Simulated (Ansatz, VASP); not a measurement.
Two plane-wave programs on CoSi2

File INCAR:

```
SYSTEM = CoSi2
PREC     = Accurate       ! precision mode
ENCUT    = 520            ! plane-wave cutoff, eV
EDIFF    = 1E-6           ! SCF threshold, eV
ISMEAR   = 0              ! smearing method
SIGMA    = 0.1            ! smearing width, eV
LREAL    = .FALSE.        ! projectors in reciprocal space
LASPH    = .TRUE.         ! aspherical terms in the spheres
NELM     = 80             ! most SCF steps
ALGO     = Normal         ! electronic algorithm
ISIF     = 2              ! what is computed and relaxed
LWAVE    = .FALSE.        ! write WAVECAR
LCHARG   = .FALSE.        ! write CHGCAR
GGA      = PS             ! functional
NBANDS   = 16             ! bands
```

Contents of KPOINTS:

```
regular mesh
0
G
  14 14 14
  0 0 0
```

Contents of POSCAR:

```
CoSi2
1.0
    0.0000000000      2.7083347654      2.7083347654
    2.7083347654      0.0000000000      2.7083347654
    2.7083347654      2.7083347654      0.0000000000
Co Si
1 2
Direct
    0.0000000000      0.0000000000      0.0000000000
    0.2500000000      0.2500000000      0.2500000000
    0.7500000000      0.7500000000      0.7500000000
```

Input for Ansatz:

```yaml
crystal:
  lattice:
    - [0.0, 2.7083347654, 2.7083347654]
    - [2.7083347654, 0.0, 2.7083347654]
    - [2.7083347654, 2.7083347654, 0.0]
  atoms:
    - { symbol: Co, position: [0.0, 0.0, 0.0] }
    - { symbol: Si, position: [0.25, 0.25, 0.25] }
    - { symbol: Si, position: [0.75, 0.75, 0.75] }
basis:
  ecutwfc: 420
kpoints:
  mp_grid: { grid: [14, 14, 14] }
hamiltonian:
  xc: pbesol
scf:
  occupations: { method: gaussian, width: 0.1 }
output:
  forces: true
  stress: true
  eigenvalues: true
```

Alike in both runs: task single point; functional PBEsol; k mesh 14 × 14 × 14; occupations gaussian, width 0.1 eV; no spin polarisation.

|  | VASP | Ansatz |
| --- | --- | --- |
| version | VASP 6.6.1 | Ansatz 0.2.0 |
| potentials or method | VASP PAW PBE potentials, release 64 (Co, Si), cutoff 520 eV | scalar-relativistic, plane waves, PAW |
| valence electrons in the cell | 17 | 25 |

```csv
,VASP,Ansatz,Ansatz less VASP
gap on the k mesh at the Fermi level (eV),none,none,-
pressure (GPa),-9.9,-9.9,-0.02
```

VASP's potentials were made for PBE, not for PBEsol. A gap of «none» marks a metal or a gap that the smearing closes. VASP's potentials hold 17 valence electrons a cell and Ansatz's 25, so a difference there can come from the potentials and not from the codes.
